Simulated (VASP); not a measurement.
# Rh in VASP: density of states with PBE

Aim: the density of states of Rh with PBE.

Program: VASP 6.6.1. These are calculated values, not measurements. Logs are shortened: lines on timing, memory, paths and dates and some standing lists are left out, and cuts for length are marked.

**1. The cell of the first run**

The cell holds a slab with vacuum, 7 atoms: a = 2.710 Å, b = 3.832 Å, c = 24.129 Å, α = 90.00°, β = 90.00°, γ = 90.00°.

**2. Density of states, PBE**

Contents of POSCAR:

```
Rh
1.0
    2.7095956933      0.0000000000      0.0000000000
    0.0000000000      3.8319469780      0.0000000000
    0.0000000000      0.0000000000     24.1288000000
Rh
7
Direct
    0.0000000000      0.0000000000      0.3315542613
    0.5000000000      0.5000000000      0.3877028409
    0.0000000000      0.0000000000      0.4438514204
    0.5000000000      0.5000000000      0.5000000000
    0.0000000000      0.0000000000      0.5561485796
    0.5000000000      0.5000000000      0.6122971591
    0.0000000000      0.0000000000      0.6684457387
```

Contents of INCAR.step1:

```
SYSTEM = Rh
PREC = Accurate ; ENCUT = 520
EDIFF = 1E-6 ; ISMEAR = -1
SIGMA = 0.1 ; LREAL = .FALSE.
LASPH = .TRUE. ; NELM = 100
ALGO = Normal ; ISIF = 2
LWAVE = .FALSE. ; LCHARG = .TRUE.
LMAXMIX = 4 ; LDIPOL = .TRUE.
IDIPOL = 3 ; DIPOL = 0.5 0.5 0.500
GGA = PE ; NBANDS = 62
```

Contents of KPOINTS.step1:

```
Automatic mesh
0
G
  12 9 1
  0 0 0
```

Contents of INCAR.step2:

```
SYSTEM = Rh
PREC = Accurate ; ENCUT = 520
EDIFF = 1E-6 ; ISMEAR = -5
SIGMA = 0.1 ; LREAL = .FALSE.
LASPH = .TRUE. ; NELM = 100
ALGO = Normal ; ISIF = 2
LWAVE = .FALSE. ; LCHARG = .FALSE.
LMAXMIX = 4 ; LDIPOL = .TRUE.
IDIPOL = 3 ; DIPOL = 0.5 0.5 0.500
GGA = PE ; LORBIT = 10
NEDOS = 2001 ; ICHARG = 11
```

Contents of KPOINTS.step2:

```
Automatic mesh
0
G
  18 14 1
  0 0 0
```

Potentials or basis: VASP PAW PBE potentials, release 64 (Rh_pv).

Launch:

```console
cat potpaw_PBE.64/Rh_pv/POTCAR > POTCAR
cp INCAR.step1 INCAR
cp KPOINTS.step1 KPOINTS
mpirun -np 1 vasp_std > vasp.out
cp INCAR.step2 INCAR
cp KPOINTS.step2 KPOINTS
mpirun -np 1 vasp_std > vasp.out
```

OUTCAR:

```text
SYSTEM = Rh
   PREC = Accurate
   ENCUT = 520
   EDIFF = 1E-6
   ISMEAR = -5
   LREAL = .FALSE.
   LASPH = .TRUE.
   NELM = 100
   ISIF = 2
   GGA = PE
   LORBIT = 10
   ICHARG = 11

 ion  position               nearest neighbor table
   1  0.000  0.000  0.332-   3 2.71   2 2.71   2 2.71   2 2.71   2 2.71
   2  0.500  0.500  0.388-   3 2.71   3 2.71   3 2.71   3 2.71   4 2.71   1 2.71   1 2.71   1 2.71
                             1 2.71
   3  0.000  0.000  0.444-   2 2.71   2 2.71   2 2.71   2 2.71   1 2.71   4 2.71   4 2.71   4 2.71
                             4 2.71   5 2.71
   4  0.500  0.500  0.500-   2 2.71   6 2.71   5 2.71   3 2.71   3 2.71   5 2.71   3 2.71   5 2.71
                             3 2.71   5 2.71
   5  0.000  0.000  0.556-   6 2.71   6 2.71   6 2.71   6 2.71   7 2.71   4 2.71   4 2.71   4 2.71
                             4 2.71   3 2.71
   6  0.500  0.500  0.612-   5 2.71   5 2.71   5 2.71   5 2.71   4 2.71   7 2.71   7 2.71   7 2.71
                             7 2.71
   7  0.000  0.000  0.668-   5 2.71   6 2.71   6 2.71   6 2.71   6 2.71

  LATTYP: Found a simple orthorhombic cell.
 ALAT       =     2.7095956933
 B/A-ratio  =     1.4142135624
 C/A-ratio  =     8.9049447708

  Lattice vectors:

 A1 = (   2.7095956933,   0.0000000000,   0.0000000000)
 A2 = (   0.0000000000,   3.8319469780,   0.0000000000)
 A3 = (   0.0000000000,   0.0000000000,  24.1288000000)

Analysis of symmetry for initial positions (statically):
=====================================================================
 Subroutine PRICEL returns:
 Original cell was already a primitive cell.

 Routine SETGRP: Setting up the symmetry group for a
 simple orthorhombic supercell.

 Subroutine GETGRP returns: Found  8 space group operations
 (whereof  8 operations were pure point group operations)
 out of a pool of  8 trial point group operations.

The static configuration has the point symmetry D_2h.

Analysis of symmetry for dynamics (positions and initial velocities):
=====================================================================
 Subroutine PRICEL returns:
 Original cell was already a primitive cell.

 Routine SETGRP: Setting up the symmetry group for a
 simple orthorhombic supercell.

 Subroutine GETGRP returns: Found  8 space group operations
 (whereof  8 operations were pure point group operations)
 out of a pool of  8 trial point group operations.

The dynamic configuration has the point symmetry D_2h.

 Subroutine INISYM returns: Found  8 space group operations
 (whereof  8 operations are pure point group operations),
 and found     1 'primitive' translations

----------------------------------------------------------------------------------------

                                     Primitive cell

  volume of cell :     250.5300

  direct lattice vectors                    reciprocal lattice vectors
     2.709595693  0.000000000  0.000000000     0.369058750  0.000000000  0.000000000
     0.000000000  3.831946978  0.000000000     0.000000000  0.260963945  0.000000000
     0.000000000  0.000000000 24.128800000     0.000000000  0.000000000  0.041444249

  length of vectors
     2.709595693  3.831946978 24.128800000     0.369058750  0.260963945  0.041444249

  position of ions in fractional coordinates (direct lattice)
     0.000000000  0.000000000  0.331554261
     0.500000000  0.500000000  0.387702841
     0.000000000  0.000000000  0.443851420
     0.500000000  0.500000000  0.500000000
     0.000000000  0.000000000  0.556148580
     0.500000000  0.500000000  0.612297159
     0.000000000  0.000000000  0.668445739

  ion indices of the primitive-cell ions
   primitive index   ion index
                 1           1
                 2           2
                 3           3
                 4           4
                 5           5
                 6           6
                 7           7

----------------------------------------------------------------------------------------

 KPOINTS: Automatic mesh

Automatic generation of k-mesh.
 Grid dimensions read from file:
 generate k-points for:   18   14    1

 Generating k-lattice:

  Cartesian coordinates                     Fractional coordinates (reciprocal lattice)
     0.020503264  0.000000000  0.000000000     0.055555556  0.000000000  0.000000000
     0.000000000  0.018640282  0.000000000     0.000000000  0.071428571  0.000000000
     0.000000000  0.000000000  0.041444249     0.000000000  0.000000000  1.000000000

  Length of vectors
     0.020503264  0.018640282  0.041444249

  Shift w.r.t. Gamma in fractional coordinates (k-lattice)
     0.000000000  0.000000000  0.000000000

 TETIRR: Found    756 inequivalent tetrahedra from     1512

 Subroutine IBZKPT returns following result:
 ===========================================

 Found     80 irreducible k-points:

 Following reciprocal coordinates:
            Coordinates               Weight
  0.000000  0.000000  0.000000      1.000000
  0.055556  0.000000  0.000000      2.000000
  0.111111  0.000000  0.000000      2.000000
  0.166667  0.000000  0.000000      2.000000
  0.222222  0.000000  0.000000      2.000000
  0.277778  0.000000  0.000000      2.000000
[... 16 lines left out ...]
  0.111111  0.142857  0.000000      4.000000
  0.166667  0.142857  0.000000      4.000000
 [... further k-points ...]
   k-points           NKPTS =     80   k-points in BZ     NKDIM =     80   number of bands    NBANDS=     63
   number of dos      NEDOS =   2001   number of ions     NIONS =      7
   total plane-waves  NPLWV = 100800
   dimension x,y,z NGX =    20 NGY =   28 NGZ =  180
   dimension x,y,z NGXF=    40 NGYF=   56 NGZF=  360
   ions per type =               7
   NGX,Y,Z   is equivalent  to a cutoff of  12.27, 12.15, 12.40 a.u.
   NGXF,Y,Z  is equivalent  to a cutoff of  24.54, 24.30, 24.80 a.u.
 SYSTEM =  Rh
   PREC   = accura    normal or accurate (medium, high low for compatibility)
   ISTART =      0    job   : 0-new  1-cont  2-samecut
   ICHARG =     11    charge: 1-file 2-atom 10-const
   ISPIN  =      1    spin polarized calculation?
   LNONCOLLINEAR =      F non collinear calculations
   LSORBIT =      F    spin-orbit coupling
   LASPH  =      T    aspherical Exc in radial PAW
   ENCUT  =  520.0 eV  38.22 Ry    6.18 a.u.   5.04  7.12 44.86*2*pi/ulx,y,z
   NELM   =    100;   NELMIN=  2; NELMDL=  0     # of ELM steps
   EDIFF  = 0.1E-05   stopping-criterion for ELM
   LREAL  =      F    real-space projection
   EDIFFG = 0.1E-04   stopping-criterion for IOM
   NSW    =      0    number of steps for IOM
   IBRION =     -1    ionic relax: 0-MD 1-quasi-New 2-CG
   NFREE  =      0    steps in history (QN), initial steepest desc. (CG)
   ISIF   =      2    stress and relaxation
   ISYM   =      2    0-nonsym 1-usesym 2-fastsym
   POTIM  = 0.5000    time-step for ionic-motion
   TEBEG  =    0.0;   TEEND  =   0.0 temperature during run
   PSTRESS=    0.0 pullay stress
   NELECT =     105.0000    total number of electrons
   NUPDOWN=      -1.0000    fix difference up-down
   EMIN   =  10.00;   EMAX   =-10.00  energy-range for DOS
   EFERMI =   0.00;   METHOD = LEGACY
   ISMEAR =    -5;   SIGMA  =   0.10  broadening in eV -4-tet -1-fermi 0-gaus
   EFERMI_NEDOS =   21; number of points for ismear=-14 and -15
   IALGO  =     38    algorithm
   IMIX   =      4    mixing-type and parameters
     AMIX     =   0.40;   BMIX     =  1.00
     AMIX_MAG =   1.60;   BMIX_MAG =  1.00
  volume/ion in A,a.u.               =      35.79       241.52
  Fermi-wavevector in a.u.,A,eV,Ry     =   1.225137  2.315173 20.421813  1.500961
  Thomas-Fermi vector in A             =   2.360186
   LORBIT       =     10    0 simple, 1 ext, 2 COOP (PROOUT), +10 PAW based schemes
   GGA     = PE    functional components
   LHFCALC =     F    Hartree Fock is set to
   AEXX    =    0.0000 exact exchange contribution
   IVDW    =     0    specifies the selected vdW correction
   LEPSILON=     F    determine dielectric tensor
   LRPA    =     F    only Hartree local field effects (RPA)
 non-spin polarized calculation
 Fermi weights with tetrahedron method with Bloechl corrections
  energy-cutoff  :      520.00
  volume of cell :      250.53
 maximum number of plane-waves:      6806

 number of electron     105.0000054 magnetization

 dipolmoment           0.000000      0.000000     -0.000000 electrons x Angstroem

 Free energy of the ion-electron system (eV)
  ---------------------------------------------------
  ext. energy  EPLUGINS =         0.00000000
  ---------------------------------------------------
  free energy    TOTEN  =       -47.54886143 eV

  energy without entropy =      -47.54886143  energy(sigma->0) =      -47.54886143

 E-fermi :   1.6666     XC(G=0):  -6.3362

 val. band max:        1.6892317723   @ k =   0.4444   0.0000   0.0000
 cond. band min:       1.6604538156   @ k =   0.2778   0.5000   0.0000
 fundamental gap:     -0.0287779567
 Fermi energy:         1.6665826283

 k-point     1 :       0.0000    0.0000    0.0000
  band No.  band energies     occupation
      1     -45.2404      2.00000
      2     -45.1292      2.00000
      3     -45.1241      2.00000
      4     -45.0534      2.00000
      5     -44.9542      2.00000
      6     -44.9340      2.00000
[... 55 lines left out ...]
     62       5.8534      0.00000
     63       5.9921      0.00000

 k-point     2 :       0.0556    0.0000    0.0000
  band No.  band energies     occupation
      1     -45.2352      2.00000
      2     -45.1301      2.00000
      3     -45.1202      2.00000
      4     -45.0545      2.00000
      5     -44.9548      2.00000
      6     -44.9322      2.00000
[... 1507 lines left out ...]
     62       6.5221      0.00000
     63       6.7953      0.00000

 [... further k-points ...]

------------------------ aborting loop because EDIFF is reached ----------------------------------------

 vacuum level on the upper side and lower side of the slab       (xc-potential included)        -0.108        -0.108

  FORCE on cell =-STRESS in cart. coord.  units (eV):
  Direction    XX          YY          ZZ          XY          YZ          ZX
  --------------------------------------------------------------------------------------
  -------------------------------------------------------------------------------------
  Total       -5.8507836     -5.5090487     -6.9354158      0.0000000      0.0000000      0.0000000
  in kB      -37.4166508    -35.2312038    -44.3530383      0.0000000      0.0000000      0.0000000
  external PRESSURE =     -39.0002976 kB  Pullay stress =       0.0000000 kB

 VOLUME and BASIS-vectors are now :
 -----------------------------------------------------------------------------
  energy-cutoff  :      520.00
  volume of cell :      250.53
      direct lattice vectors                 reciprocal lattice vectors
     2.709595693  0.000000000  0.000000000     0.369058750  0.000000000  0.000000000
     0.000000000  3.831946978  0.000000000     0.000000000  0.260963945  0.000000000
     0.000000000  0.000000000 24.128800000     0.000000000  0.000000000  0.041444249

 POSITION                                       TOTAL-FORCE (eV/Angst)
 -----------------------------------------------------------------------------------
      0.00000      0.00000      8.00001        -0.000000      0.000000      0.901239
      1.35480      1.91597      9.35480        -0.000000     -0.000000     -0.472515
      0.00000      0.00000     10.70960        -0.000000     -0.000000     -0.165963
      1.35480      1.91597     12.06440        -0.000000     -0.000000      0.000000
      0.00000      0.00000     13.41920         0.000000     -0.000000      0.165963
      1.35480      1.91597     14.77400        -0.000000     -0.000000      0.472515
      0.00000      0.00000     16.12879        -0.000000     -0.000000     -0.901239
 -----------------------------------------------------------------------------------
    total drift:                                0.000000      0.000000      0.000000

  FREE ENERGIE OF THE ION-ELECTRON SYSTEM (eV)
  ---------------------------------------------------
  free  energy   TOTEN  =       -47.5488614332 eV

  energy  without entropy=      -47.5488614332  energy(sigma->0) =      -47.54886143

 vacuum level on the upper side and lower side of the slab         6.237         6.237

 total charge

# of ion       s       p       d       tot
------------------------------------------
    1        0.353   6.147   7.148  13.648
    2        0.397   6.265   7.010  13.672
    3        0.402   6.284   7.040  13.726
    4        0.401   6.281   7.055  13.737
    5        0.402   6.284   7.040  13.726
    6        0.397   6.265   7.010  13.672
    7        0.353   6.147   7.148  13.648
--------------------------------------------------
tot          2.703  43.672  49.452  95.827
```

Wall time 26 min (1 thread of Intel Xeon Platinum 8488C (Sapphire Rapids), shared host); peak memory 0.86 GiB.

What came out:

```yaml
Valence_electrons_inside_the_program's_atomic_spheres: Rh 13.65, 13.67, 13.73, 13.74
```

Caveat: tetrahedron occupations give inexact forces and stress in metals.
